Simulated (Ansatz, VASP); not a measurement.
TiC in VASP and in Ansatz

Contents of INCAR:

```
SYSTEM = TiC
ALGO = Normal
EDIFF = 1E-7
ENCUT = 520
GGA = PE
ISIF = 2
ISMEAR = 0
LASPH = .True.
LCHARG = .True.
LELF = .True.
LREAL = .False.
LVHAR = .True.
LWAVE = .False.
NBANDS = 24
NELM = 60
PREC = Accurate
SIGMA = 0.15
```

File KPOINTS:

```
k-points
0
Gamma
  20 20 14
  0 0 0
```

File POSCAR:

```
TiC
1.0
    0.0000000000     -2.1664615256     -2.1664615256
    0.0000000000      2.1664615256     -2.1664615256
    4.3329230512      0.0000000000      0.0000000000
Ti C
2 2
Direct
    0.5259639967      0.4740360033      0.5000000000
    0.9740360033      1.0259639967      0.0000000000
    0.4956869073      0.5043130927      0.0000000000
    0.0043130927     -0.0043130927      0.5000000000
```

Input for Ansatz:

```yaml
crystal:
  lattice:
    - [0.0, -2.1664615256, -2.1664615256]
    - [0.0, 2.1664615256, -2.1664615256]
    - [4.3329230512, 0.0, 0.0]
  atoms:
    - { symbol: Ti, position: [0.5259639967, 0.4740360033, 0.5] }
    - { symbol: Ti, position: [0.9740360033, 1.0259639967, 0.0] }
    - { symbol: C, position: [0.4956869073, 0.5043130927, 0.0] }
    - { symbol: C, position: [0.0043130927, -0.0043130927, 0.5] }
basis:
  ecutwfc: 420
kpoints:
  mp_grid: { grid: [20, 20, 14] }
hamiltonian:
  xc: pbe
scf:
  occupations: { method: gaussian, width: 0.15 }
output:
  forces: true
  stress: true
  eigenvalues: true
```

Change from the starting cell: mode 4 (285.4 1/cm) frozen in, largest displacement +0.113 Å.

Alike in both runs: task single point; functional PBE; k mesh 20 × 20 × 14; occupations gaussian, width 0.15 eV; no spin polarisation.

|  | VASP | Ansatz |
| --- | --- | --- |
| version | VASP 6.6.1 | Ansatz 0.2.0 |
| potentials or method | VASP PAW PBE potentials, release 64 (Ti_sv, C), cutoff 520 eV | scalar-relativistic, plane waves, PAW |
| valence electrons in the cell | 32 | 32 |

Ansatz gave:

```
gap on the k mesh at the Fermi level (eV)                     : none
pressure (GPa)                                                : 1.8
traceless stress, the component that is largest in VASP (GPa) : -2.66
rms of the force components (eV/Å)                            : 0.685
```

Question: Estimate VASP's values.

Answer: gap on the k mesh at the Fermi level (eV): none; pressure (GPa): 2.0; traceless stress, the component that is largest in VASP (GPa): -2.67; rms of the force components (eV/Å): 0.686.

Atom by atom the forces differ by 0.004 eV/Å (rms over components). A gap of «none» marks a metal or a gap that the smearing closes.
